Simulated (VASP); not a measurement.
# Mg (a cell with a defect) in VASP: a series of runs

The runs below take Mg (a cell with a defect) through single point, with LDA.

Program: VASP 6.6.1. These are calculated values, not measurements. Logs are shortened: lines on timing, memory, paths and dates and some standing lists are left out, and cuts for length are marked.

### Step 1. The cell of the first run

The cell holds a defect, 15 atoms: a = 6.472 Å, b = 6.472 Å, c = 10.507 Å, α = 90.00°, β = 90.00°, γ = 120.00°.

### Step 2. Single point, LDA

File INCAR:

```
SYSTEM = Mg
  PREC = Accurate
  ENCUT = 520
  EDIFF = 1E-7
  ISMEAR = 1
  SIGMA = 0.15
  LREAL = Auto
  LASPH = .TRUE.
  NELM = 60
  ALGO = Normal
  ISIF = 2
  LWAVE = .FALSE.
  LCHARG = .FALSE.
  GGA = CA
  NBANDS = 28
```

File KPOINTS:

```
regular mesh
0
G
  3 3 2
  0 0 0
```

File POSCAR:

```
Mg
1.0
    6.4717679400      0.0000058300      0.0000000000
   -3.2358890100      5.6047125300      0.0000000000
    0.0000000000      0.0000000000     10.5070756600
Mg
15
Direct
    0.1628631944      0.3319121258      0.1246029859
    0.3331127981      0.1658921939      0.3752054451
    0.1622055880      0.3313219089      0.6257842061
    0.3329252574      0.1653196402      0.8751351278
    0.1673229503      0.8340645483      0.1215487583
    0.3330551825      0.6680241026      0.3751599520
    0.1668604418      0.8335922676      0.6286260053
    0.3328947202      0.6683067221      0.8750244404
    0.6696939016      0.3318814454      0.1247450806
    0.8338301817      0.1673538355      0.3752605509
    0.6691735734      0.3315840177      0.6256927439
    0.6697367243      0.8388250192      0.1244917275
    0.8350973726      0.6680437420      0.3750773410
    0.6691627746      0.8381480894      0.6254236871
    0.8356733269      0.6684530398      0.8751473100
```

Potentials or basis: VASP PAW LDA potentials, release 64 (Mg).

Started as:

```
$ cat potpaw_LDA.64/Mg/POTCAR > POTCAR
$ mpirun -np 1 vasp_std > vasp.out
```

OUTCAR:

```text
SYSTEM = Mg
   PREC = Accurate
   ENCUT = 520
   EDIFF = 1E-7
   ISMEAR = 1
   LREAL = Auto
   LASPH = .TRUE.
   NELM = 60
   ISIF = 2
   GGA = CA

 ion  position               nearest neighbor table
   1  0.163  0.332  0.125-  12 3.19   9 3.19  10 3.22   4 3.23   8 3.23   5 3.24   5 3.24   6 3.24
                             2 3.24   9 3.28  12 3.28
   2  0.333  0.166  0.375-   6 3.22  13 3.22  10 3.24  10 3.24  11 3.24   9 3.24   1 3.24   3 3.24
                            13 3.25   7 3.25   6 3.25   5 3.25
   3  0.162  0.331  0.626-  14 3.19  11 3.19  10 3.21   8 3.23   4 3.23   7 3.24   7 3.24   2 3.24
                             6 3.24  11 3.28  14 3.28
   4  0.333  0.165  0.875-   5 3.19   7 3.19   8 3.22  15 3.22  11 3.23   3 3.23   1 3.23   9 3.23
                            15 3.25   8 3.26
   5  0.167  0.834  0.122-   4 3.19  15 3.19   8 3.19   9 3.24   1 3.24  12 3.24  12 3.24   1 3.24
                             9 3.24   6 3.25   2 3.25  13 3.25
   6  0.333  0.668  0.375-   2 3.22  13 3.22  14 3.23  10 3.24  10 3.24   1 3.24   3 3.24  12 3.24
                             7 3.25  13 3.25   5 3.25   2 3.25
   7  0.167  0.834  0.629-   8 3.19  15 3.19   4 3.19  11 3.24   3 3.24  14 3.24  14 3.24   3 3.24
                            11 3.24   6 3.25  13 3.25   2 3.25
   8  0.333  0.668  0.875-   7 3.19   5 3.19   4 3.22  15 3.22   3 3.23  14 3.23   1 3.23  12 3.23
                            15 3.25   4 3.26
   9  0.670  0.332  0.125-  12 3.19   1 3.19  10 3.21  15 3.23   4 3.23  13 3.24   5 3.24   5 3.24
                             2 3.24   1 3.28  12 3.28
  10  0.834  0.167  0.375-  14 3.21   3 3.21  11 3.21   9 3.21  12 3.21   1 3.22  13 3.24   6 3.24
                             2 3.24   2 3.24   6 3.24  13 3.24
  11  0.669  0.332  0.626-   3 3.19  14 3.19  10 3.21   4 3.23  15 3.23   7 3.24   2 3.24   7 3.24
                            13 3.24  14 3.28   3 3.28
  12  0.670  0.839  0.124-   9 3.19   1 3.19  10 3.21  15 3.23   8 3.23   5 3.24   5 3.24  13 3.24
                             6 3.24   1 3.28   9 3.28
  13  0.835  0.668  0.375-   2 3.22   6 3.22  14 3.24   9 3.24  10 3.24  10 3.24  12 3.24  11 3.24
                             7 3.25   6 3.25   2 3.25   5 3.25
  14  0.669  0.838  0.625-   3 3.19  11 3.19  10 3.21   8 3.23  15 3.23   6 3.23  13 3.24   7 3.24
                             7 3.24  11 3.28   3 3.28
  15  0.836  0.668  0.875-   7 3.19   5 3.19   4 3.22   8 3.22  12 3.23  11 3.23  14 3.23   9 3.23
                             8 3.25   4 3.25

  LATTYP: Found a hexagonal cell.
 ALAT       =     6.4717679400
 C/A-ratio  =     1.6235247860

  Lattice vectors:

 A1 = (   6.4717679400,   0.0000058300,   0.0000000000)
 A2 = (  -3.2358890100,   5.6047125300,   0.0000000000)
 A3 = (   0.0000000000,   0.0000000000,  10.5070756600)

Analysis of symmetry for initial positions (statically):
=====================================================================
 Subroutine PRICEL returns:
 Original cell was already a primitive cell.

 Routine SETGRP: Setting up the symmetry group for a
 hexagonal supercell.

 Subroutine GETGRP returns: Found  1 space group operations
 (whereof  1 operations were pure point group operations)
 out of a pool of 24 trial point group operations.

The static configuration has the point symmetry C_1 .

Analysis of symmetry for dynamics (positions and initial velocities):
=====================================================================
 Subroutine PRICEL returns:
 Original cell was already a primitive cell.

 Routine SETGRP: Setting up the symmetry group for a
 hexagonal supercell.

 Subroutine GETGRP returns: Found  1 space group operations
 (whereof  1 operations were pure point group operations)
 out of a pool of 24 trial point group operations.

The dynamic configuration has the point symmetry C_1 .

 Subroutine INISYM returns: Found  1 space group operations
 (whereof  1 operations are pure point group operations),
 and found     1 'primitive' translations

----------------------------------------------------------------------------------------

                                     Primitive cell

  volume of cell :     381.1170

  direct lattice vectors                    reciprocal lattice vectors
     6.471767940  0.000005830  0.000000000     0.154517203  0.089210734  0.000000000
    -3.235889010  5.604712530  0.000000000    -0.000000161  0.178421190  0.000000000
     0.000000000  0.000000000 10.507075660     0.000000000  0.000000000  0.095173960

  length of vectors
     6.471767940  6.471767937 10.507075660     0.178421190  0.178421190  0.095173960

  position of ions in fractional coordinates (direct lattice)
     0.162863194  0.331912126  0.124602986
     0.333112798  0.165892194  0.375205445
     0.162205588  0.331321909  0.625784206
     0.332925257  0.165319640  0.875135128
     0.167322950  0.834064548  0.121548758
     0.333055182  0.668024103  0.375159952
     0.166860442  0.833592268  0.628626005
     0.332894720  0.668306722  0.875024440
     0.669693902  0.331881445  0.124745081
     0.833830182  0.167353836  0.375260551
     0.669173573  0.331584018  0.625692744
     0.669736724  0.838825019  0.124491728
     0.835097373  0.668043742  0.375077341
     0.669162775  0.838148089  0.625423687
     0.835673327  0.668453040  0.875147310

  ion indices of the primitive-cell ions
   primitive index   ion index
                 1           1
                 2           2
                 3           3
                 4           4
                 5           5
                 6           6
                 7           7
                 8           8
                 9           9
                10          10
                11          11
                12          12
                13          13
                14          14
                15          15

----------------------------------------------------------------------------------------

 KPOINTS: regular mesh

Automatic generation of k-mesh.
 Grid dimensions read from file:
 generate k-points for:    3    3    2

 Generating k-lattice:

  Cartesian coordinates                     Fractional coordinates (reciprocal lattice)
     0.051505734  0.029736911  0.000000000     0.333333333  0.000000000  0.000000000
    -0.000000054  0.059473730  0.000000000     0.000000000  0.333333333  0.000000000
     0.000000000  0.000000000  0.047586980     0.000000000  0.000000000  0.500000000

  Length of vectors
     0.059473730  0.059473730  0.047586980

  Shift w.r.t. Gamma in fractional coordinates (k-lattice)
     0.000000000  0.000000000  0.000000000

 Subroutine IBZKPT returns following result:
 ===========================================

 Found     10 irreducible k-points:

 Following reciprocal coordinates:
            Coordinates               Weight
  0.000000  0.000000  0.000000      1.000000
  0.333333 -0.000000  0.000000      2.000000
 -0.000000  0.333333  0.000000      2.000000
 -0.333333  0.333333  0.000000      2.000000
  0.333333  0.333333  0.000000      2.000000
  0.000000  0.000000  0.500000      1.000000
  0.333333 -0.000000  0.500000      2.000000
 -0.000000  0.333333  0.500000      2.000000
 -0.333333  0.333333  0.500000      2.000000
  0.333333  0.333333  0.500000      2.000000
   k-points           NKPTS =     10   k-points in BZ     NKDIM =     10   number of bands    NBANDS=     28
   number of dos      NEDOS =    301   number of ions     NIONS =     15
   total plane-waves  NPLWV = 184320
   dimension x,y,z NGX =    48 NGY =   48 NGZ =   80
   dimension x,y,z NGXF=    96 NGYF=   96 NGZF=  160
   ions per type =              15
   NGX,Y,Z   is equivalent  to a cutoff of  12.33, 12.33, 12.66 a.u.
   NGXF,Y,Z  is equivalent  to a cutoff of  24.66, 24.66, 25.32 a.u.
 SYSTEM =  Mg
   PREC   = accura    normal or accurate (medium, high low for compatibility)
   ISTART =      0    job   : 0-new  1-cont  2-samecut
   ICHARG =      2    charge: 1-file 2-atom 10-const
   ISPIN  =      1    spin polarized calculation?
   LNONCOLLINEAR =      F non collinear calculations
   LSORBIT =      F    spin-orbit coupling
   LASPH  =      T    aspherical Exc in radial PAW
   ENCUT  =  520.0 eV  38.22 Ry    6.18 a.u.  12.03 12.03 19.54*2*pi/ulx,y,z
   NELM   =     60;   NELMIN=  2; NELMDL= -5     # of ELM steps
   EDIFF  = 0.1E-06   stopping-criterion for ELM
   LREAL  =      T    real-space projection
   EDIFFG = 0.1E-05   stopping-criterion for IOM
   NSW    =      0    number of steps for IOM
   IBRION =     -1    ionic relax: 0-MD 1-quasi-New 2-CG
   NFREE  =      0    steps in history (QN), initial steepest desc. (CG)
   ISIF   =      2    stress and relaxation
   ISYM   =      2    0-nonsym 1-usesym 2-fastsym
   POTIM  = 0.5000    time-step for ionic-motion
   TEBEG  =    0.0;   TEEND  =   0.0 temperature during run
   PSTRESS=    0.0 pullay stress
   NELECT =      30.0000    total number of electrons
   NUPDOWN=      -1.0000    fix difference up-down
   EMIN   =  10.00;   EMAX   =-10.00  energy-range for DOS
   EFERMI =   0.00;   METHOD = LEGACY
   ISMEAR =     1;   SIGMA  =   0.15  broadening in eV -4-tet -1-fermi 0-gaus
   EFERMI_NEDOS =   21; number of points for ismear=-14 and -15
   IALGO  =     38    algorithm
   IMIX   =      4    mixing-type and parameters
     AMIX     =   0.40;   BMIX     =  1.00
     AMIX_MAG =   1.60;   BMIX_MAG =  1.00
  volume/ion in A,a.u.               =      25.41       171.46
  Fermi-wavevector in a.u.,A,eV,Ry     =   0.701610  1.325851  6.697558  0.492257
  Thomas-Fermi vector in A             =   1.786084
   LORBIT       =      0    0 simple, 1 ext, 2 COOP (PROOUT), +10 PAW based schemes
   GGA     = CA    functional components
   LHFCALC =     F    Hartree Fock is set to
   AEXX    =    0.0000 exact exchange contribution
   IVDW    =     0    specifies the selected vdW correction
   LEPSILON=     F    determine dielectric tensor
   LRPA    =     F    only Hartree local field effects (RPA)
 non-spin polarized calculation
 Methfessel and Paxton  Order N= 1 SIGMA  =   0.15
  energy-cutoff  :      520.00
  volume of cell :      381.12
 maximum number of plane-waves:     10314
   NGX = 25   NGY = 25   NGZ = 39

 number of electron      30.0000000 magnetization

 Free energy of the ion-electron system (eV)
  ---------------------------------------------------
  ext. energy  EPLUGINS =         0.00000000
  ---------------------------------------------------
  free energy    TOTEN  =       -25.20541425 eV

  energy without entropy =      -25.20615797  energy(sigma->0) =      -25.20566216

 E-fermi :   1.9759     XC(G=0):  -8.3158

 val. band max:        1.9240484098   @ k =   0.3333   0.3333   0.0000
 cond. band min:       2.0588375294   @ k =   0.3333   0.3333   0.0000
 fundamental gap:      0.1347891196
 Fermi energy:         1.9758677159

 k-point     1 :       0.0000    0.0000    0.0000
  band No.  band energies     occupation
      1      -4.6403      2.00000
      2      -3.3848      2.00000
      3      -3.0969      2.00000
      4      -0.1020      2.00000
      5      -0.1013      2.00000
      6      -0.1009      2.00000
[... 19 lines left out ...]
     26       4.8206     -0.00000
     27       5.2161      0.00000
[... 241 lines left out ...]
 k-point    10 :       0.3333    0.3333    0.5000
  band No.  band energies     occupation
      1      -2.8786      2.00000
      2      -2.8521      2.00000
      3      -2.8352      2.00000
      4      -2.7852      2.00000
      5      -2.7095      2.00000
      6      -2.1002      2.00000
[... 19 lines left out ...]
     26       4.9066     -0.00000
     27       4.9367     -0.00000
 [bands above 27 left out]

------------------------ aborting loop because EDIFF is reached ----------------------------------------

  FORCE on cell =-STRESS in cart. coord.  units (eV):
  Direction    XX          YY          ZZ          XY          YZ          ZX
  --------------------------------------------------------------------------------------
  -------------------------------------------------------------------------------------
  Total       -9.8711544     -9.8752797     -5.6889431     -0.0004739      0.0090718      0.0016397
  in kB      -41.4973309    -41.5146731    -23.9157390     -0.0019923      0.0381371      0.0068931
  external PRESSURE =     -35.6425810 kB  Pullay stress =       0.0000000 kB

 VOLUME and BASIS-vectors are now :
 -----------------------------------------------------------------------------
  energy-cutoff  :      520.00
  volume of cell :      381.12
      direct lattice vectors                 reciprocal lattice vectors
     6.471767940  0.000005830  0.000000000     0.154517203  0.089210734  0.000000000
    -3.235889010  5.604712530  0.000000000    -0.000000161  0.178421190  0.000000000
     0.000000000  0.000000000 10.507075660     0.000000000  0.000000000  0.095173960

 POSITION                                       TOTAL-FORCE (eV/Angst)
 -----------------------------------------------------------------------------------
     -0.02002      1.86027      1.30921        -0.002162     -0.002169      0.001654
      1.61902      0.92978      3.94231        -0.000730     -0.006148     -0.001020
     -0.02236      1.85696      6.57516        -0.001647     -0.000529     -0.001318
      1.61966      0.92657      9.19511        -0.000144      0.005868      0.000327
     -1.61607      4.67469      1.27712        -0.000087      0.000905      0.005752
     -0.00620      3.74408      3.94183        -0.004746      0.002308     -0.001760
     -1.61753      4.67205      6.60502         0.000036      0.002208     -0.003641
     -0.00815      3.74567      9.19395         0.004186     -0.003297      0.000835
      3.26017      1.86010      1.31071         0.000942     -0.002245     -0.001123
      4.85482      0.93798      3.94289         0.000255      0.000354     -0.002541
      3.25777      1.85844      6.57420         0.003380     -0.002690     -0.000360
      1.62004      4.70138      1.30804        -0.001516      0.002048      0.002203
      3.24284      3.74420      3.94097         0.006307      0.002680      0.000219
      1.61851      4.69758      6.57137        -0.000828      0.004324      0.002499
      3.24524      3.74649      9.19524        -0.003246     -0.003617     -0.001726
 -----------------------------------------------------------------------------------
    total drift:                                0.000238     -0.000526     -0.001487

  FREE ENERGIE OF THE ION-ELECTRON SYSTEM (eV)
  ---------------------------------------------------
  free  energy   TOTEN  =       -25.2054142518 eV

  energy  without entropy=      -25.2061579742  energy(sigma->0) =      -25.20566216
```

Run time: 94 s. Hardware: 1 thread of Intel Xeon Platinum 8488C (Sapphire Rapids), shared host; peak memory 0.34 GiB.

What came out:

```
Free energy            : -25.2054 eV
Pressure               : -3.6 GPa
Largest force          : 0.007 eV/Å
Band gap on the k mesh : zero (band 15 reaches 2.06 eV, above the bottom of band 16 at 1.08 eV)
```

Forces in eV/Å, atoms in the order of the input:
```
Mg  -0.002 -0.002  0.002
Mg  -0.001 -0.006 -0.001
Mg  -0.002 -0.001 -0.001
Mg   0.000  0.006  0.000
Mg   0.000  0.001  0.006
Mg  -0.005  0.002 -0.002
Mg   0.000  0.002 -0.004
Mg   0.004 -0.003  0.001
Mg   0.001 -0.002 -0.001
Mg   0.000  0.000 -0.003
Mg   0.003 -0.003  0.000
Mg  -0.002  0.002  0.002
Mg   0.006  0.003  0.000
Mg  -0.001  0.004  0.002
Mg  -0.003 -0.004 -0.002
```

Caveat: the k points lie up to 0.37 Å⁻¹ apart.

### Step 3. Single point, LDA

File INCAR:

```
ALGO = Normal
EDIFF = 1E-6
ENCUT = 520
GGA = CA
ISIF = 2
ISMEAR = 1
LASPH = True
LCHARG = False
LREAL = Auto
LWAVE = False
NBANDS = 28
NELM = 100
PREC = Accurate
SIGMA = 0.15
```

File KPOINTS:

```
k-points
0
Gamma
  3 3 2
```

File POSCAR:

```
Mg
1.0
    6.4717679400      0.0000058300      0.0000000000
   -3.2358890100      5.6047125300      0.0000000000
    0.0000000000      0.0000000000     10.5070756600
Mg
15
Direct
    0.1686024067      0.3330270745      0.1253489594
    0.3335228790      0.1671687978      0.3720255879
    0.1673762620      0.3332108497      0.6254239726
    0.3334780061      0.1669671818      0.8785551088
    0.1680228759      0.8355979000      0.1253389661
    0.3377616337      0.6695454960      0.3751631879
    0.1671242184      0.8350283802      0.6254146456
    0.3378523968      0.6694068626      0.8757542344
    0.6653909208      0.3325125260      0.1253613320
    0.8314299802      0.1630380056      0.3750248050
    0.6654995582      0.3333453964      0.6253411713
    0.8314028295      1.1627197859     -0.1242091560
    0.8310174450      0.6696725541      0.3746401118
    0.6667154812      0.8338005006      0.6253075749
    0.8310310297      0.6693817274      0.8759834133
```

Potentials or basis: VASP PAW LDA potentials, release 64 (Mg).

Started as:

```
$ cat potpaw_LDA.64/Mg/POTCAR > POTCAR
$ mpirun -np 1 vasp_std > vasp.out
```

Run time: 87 s. Hardware: 1 thread of Intel Xeon Platinum 8488C (Sapphire Rapids), shared host; peak memory 0.34 GiB.

It converged, with:

| Property | Result |
| --- | --- |
| Free energy | -25.2054 eV |
| Pressure | -3.6 GPa |
| Largest force | 0.008 eV/Å |
| Band gap on the k mesh | zero (band 15 reaches 2.06 eV, above the bottom of band 16 at 1.08 eV) |

Forces in eV/Å, atoms in the order of the input:
```
Mg  -0.007  0.002  0.001
Mg   0.000  0.001  0.001
Mg   0.007 -0.004 -0.001
Mg   0.000  0.002  0.003
Mg   0.000 -0.004  0.000
Mg   0.005  0.001 -0.004
Mg   0.001  0.008 -0.001
Mg   0.004  0.001  0.001
Mg   0.002  0.002 -0.001
Mg   0.000 -0.005 -0.002
Mg  -0.006 -0.005  0.000
Mg  -0.001 -0.004  0.001
Mg  -0.002  0.001  0.001
Mg   0.000  0.001  0.002
Mg  -0.003  0.002 -0.001
```

Stress tensor (GPa, compression positive):
```
-4.15 -0.01  0.00
-0.01 -4.15  0.00
 0.00  0.00 -2.40
```

Levels at points of the mesh, in eV from the Fermi level:
```csv
k point,band 12,band 13,band 14,band 15,band 16,band 17,band 18,band 19
"(0.00, 0.00, 0.00)",-1.08,-1.08,-0.97,-0.72,-0.48,-0.48,-0.45,-0.40
"(0.00, 0.00, 0.50)",-1.72,-1.67,-1.09,-1.09,-0.89,0.85,0.85,0.86
```

Caveat: the k points lie up to 0.37 Å⁻¹ apart.
